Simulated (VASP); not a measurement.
The system is ScGa5S.

```
CELL_PARAMETERS angstrom
4.39222 0.00000 0.00000
0.00000 4.57579 0.00000
0.00000 0.00000 6.64438
ATOMIC_POSITIONS crystal
Sc 0.00000 0.00000 0.50000
Ga 0.61393 0.82192 0.27886
Ga 0.38607 0.82192 0.72114
Ga 0.38607 0.17808 0.27886
Ga 0.61393 0.17808 0.72114
Ga 0.00000 0.50000 0.00000
S 0.00000 0.50000 0.50000
```

The cell was built from a structure type or drawn by symmetry, and may not be a known phase.

* Program: VASP 6.6.1
* Task: relaxation of cell and atoms
* Functional: PBE
* Potentials or basis: VASP PAW PBE potentials, release 64 (Sc_sv, Ga_d, S)
* Cutoff: 600 eV
* k mesh: 4 × 4 × 3
* Occupations: gaussian, width 0.2 eV
* Spin: no spin polarisation

At the start: pressure 28.9 GPa; volume 19.08 Å³/atom.

Question: How do energy, volume and symmetry change on relaxing?

Answer: Over 24 steps the energy falls by 1102.4 meV/atom and the volume is 20.43 Å³/atom (+7.1 %); space group P222 (No. 16, to 0.1 Å) before and after.

Step by step:
| step | energy change (eV) | largest force (eV/Å) | pressure (GPa) | volume (Å³) |
| --- | --- | --- | --- | --- |
| 1 | 0.0000 | 10.6927 | 28.93 | 133.54 |
| 2 | -5.5234 | 0.3447 | -5.74 | 210.36 |
| 3 | -6.4412 | 1.2836 | -1.13 | 169.47 |
| 4 | -6.4463 | 1.1776 | -1.75 | 171.91 |
| 5 | -6.4456 | 1.2272 | -1.48 | 170.75 |
| 6 | -6.8235 | 0.9667 | -1.11 | 166.70 |
| 7 | -7.0983 | 0.5284 | 0.79 | 159.84 |
| 8 | -7.1017 | 0.5225 | 0.47 | 160.65 |
| 9 | -7.1020 | 0.5193 | 0.58 | 160.42 |
| 10 | -7.1779 | 0.4431 | -0.35 | 161.84 |
| 11 | -7.2491 | 0.4436 | -2.18 | 165.37 |
| 12 | -7.2987 | 0.4516 | -2.04 | 163.55 |
| 13 | -7.4327 | 0.4465 | -1.31 | 158.15 |
| 14 | -7.5440 | 0.3094 | 0.88 | 147.63 |
| 15 | -7.5485 | 0.3514 | 0.16 | 150.22 |
| 16 | -7.5504 | 0.3337 | 0.40 | 149.29 |
| 17 | -7.5817 | 0.1059 | 0.19 | 149.09 |
| 18 | -7.5935 | 0.1441 | 0.07 | 148.87 |
| 19 | -7.6225 | 0.1523 | -0.13 | 148.97 |
| 20 | -7.6815 | 0.2568 | -0.40 | 149.01 |
| 21 | -7.6915 | 0.2533 | -0.92 | 147.86 |
| 22 | -7.6988 | 0.2477 | 0.55 | 142.15 |
| 23 | -7.7084 | 0.0531 | -0.20 | 144.54 |
| 24 | -7.7165 | 0.0767 | 0.01 | 143.04 |

Final structure:
```
Sc Ga S
1.0
     3.96663    0.00000    0.00000
     0.00000    5.04361    0.00000
     0.00000    0.00000    7.14990
Sc Ga S
1 5 1
Direct
  0.00000 0.00000 0.50000
  0.55896 0.75688 0.20846
  0.44104 0.75688 0.79154
  0.44104 0.24312 0.20846
  0.55896 0.24312 0.79154
  0.00000 0.50000 0.00000
  0.00000 0.50000 0.50000
```

Caveat: the relaxation stopped at a loose force limit of 0.08 eV/Å, so its end isn't a converged minimum.
